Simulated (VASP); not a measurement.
Input of a VASP 6.6.1 run:

INCAR

```
  PREC = Accurate
  ENCUT = 500
  EDIFF = 1E-6
  ISMEAR = -1
  SIGMA = 0.01
  LREAL = F
  LASPH = T
  NELM = 120
  ALGO = Normal
  ISIF = 2
  LWAVE = F
  LCHARG = F
  GGA = CA
  NBANDS = 17
  GGA_COMPAT = F
```

The input KPOINTS:

```
Automatic mesh
0
Gamma
  1 1 1
```

POSCAR

```
PbS
1.0
    2.1126617100      1.2197458000      3.4519162500
   -2.1126617100      1.2197458000      3.4519162500
    0.0000000000     -2.4394916100      3.4519162500
Pb S
1 1
Direct
    0.9805657823      0.9805657823      0.9805657782
    0.4750355513      0.4750355513      0.4750355494
```

Potentials or basis: VASP PAW LDA potentials, release 64 (Pb_d, S).

Launch:

```sh
$ cat potpaw_LDA.64/Pb_d/POTCAR potpaw_LDA.64/S/POTCAR > POTCAR
$ mpirun -np 1 vasp_gam > vasp.out
```

**Question.** Predict the pressure.

**Answer.** 15.8 GPa.

**Question.** Predict the largest force.

**Answer.** 0.359 eV/Å.

Forces on the atoms (eV/Å):
```
Pb   0.000  0.000 -0.359
S    0.000  0.000  0.359
```

Caveat: the k points lie up to 1.82 Å⁻¹ apart.
